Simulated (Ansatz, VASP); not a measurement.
## One calculation of Cs4Br, two programs

```xyz
5
Lattice="7.5581 0.0000 0.0000 0.0000 7.5581 0.0000 0.0000 0.0000 7.5581" Properties=species:S:1:pos:R:3 pbc="T T T"
Cs    3.7791    0.0000    0.0000
Cs    0.0000    3.7791    0.0000
Cs    0.0000    0.0000    3.7791
Cs    3.7791    3.7791    3.7791
Br    0.0000    0.0000    0.0000
```

Alike in both runs: functional PBE; k mesh 6 × 6 × 6; occupations gaussian, width 0.1 eV; no spin polarisation.

Ansatz relaxed the structure, and its values are those at the end. VASP's run is a single point on that final structure, the one shown.

|  | VASP | Ansatz |
| --- | --- | --- |
| version | VASP 6.6.1 | Ansatz 0.2.0 |
| potentials or method | VASP PAW PBE potentials, release 64 (Cs_sv, Br), cutoff 520 eV | scalar-relativistic, plane waves, PAW |
| valence electrons in the cell | 43 | 43 |

|  | VASP | Ansatz | Ansatz less VASP |
| --- | --- | --- | --- |
| gap on the k mesh at the Fermi level (eV) | none | none | - |
| pressure (GPa) | 0.0 | 0.0 | 0.00 |

A gap of «none» marks a metal or a gap that the smearing closes. With one functional, cell and mesh, what is left measures potentials, basis and numerics.

Spin-orbit coupling is off throughout.
